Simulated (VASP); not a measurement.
Ba:

```
CELL_PARAMETERS angstrom
-2.44496 2.44496 2.28691
2.44496 -2.44496 2.28691
2.44496 2.44496 -2.28691
ATOMIC_POSITIONS crystal
Ba 0.00000 0.00000 0.00000
```

```yaml
Program: VASP 6.6.1
Task: relaxation of cell and atoms
Functional: r2SCAN
Potentials_or_basis: VASP PAW PBE potentials, release 64 (Ba_sv)
Cutoff: 600 eV
k_mesh: 12 × 12 × 12
Occupations: gaussian, width 0.1 eV
Spin: no spin polarisation
```

At the start: pressure 2.0 GPa; volume 54.68 Å³/atom.

**Question.** How do energy, volume and symmetry change on relaxing?

**Answer.** Over 9 steps the energy falls by 63.1 meV/atom and the volume is 65.60 Å³/atom (+20.0 %); space group I4/mmm (No. 139, to 0.1 Å) before, Im-3m (No. 229, to 0.1 Å).

The path:
```
step  energy change (eV)  largest force (eV/Å)  pressure (GPa)  volume (Å³)
   1              0.0000                0.0000            1.95        54.68
   2             -0.0472                0.0000            0.80        60.13
   3             -0.0610                0.0000            0.07        65.04
   4             -0.0612                0.0000           -0.02        65.74
   5             -0.0612                0.0000           -0.05        65.98
   6             -0.0618                0.0000           -0.05        65.92
   7             -0.0629                0.0000           -0.03        65.73
   8             -0.0622                0.0000            0.03        65.28
   9             -0.0631                0.0000           -0.01        65.60
```

Final structure:
```cif
data_structure
_symmetry_space_group_name_H-M 'P 1'
_symmetry_Int_Tables_number 1
_cell_length_a 4.4005
_cell_length_b 4.4005
_cell_length_c 4.4005
_cell_angle_alpha 109.508
_cell_angle_beta 109.508
_cell_angle_gamma 109.397
_cell_volume 65.60
loop_
_atom_site_label
_atom_site_type_symbol
_atom_site_fract_x
_atom_site_fract_y
_atom_site_fract_z
_atom_site_occupancy
Ba1 Ba 0.00000 0.00000 0.00000 1
```

Caveat: the volume moved by over 15 % at a fixed basis, so the end points are rough; the PAW data sets were made with another functional, which shifts forces and pressure a little.
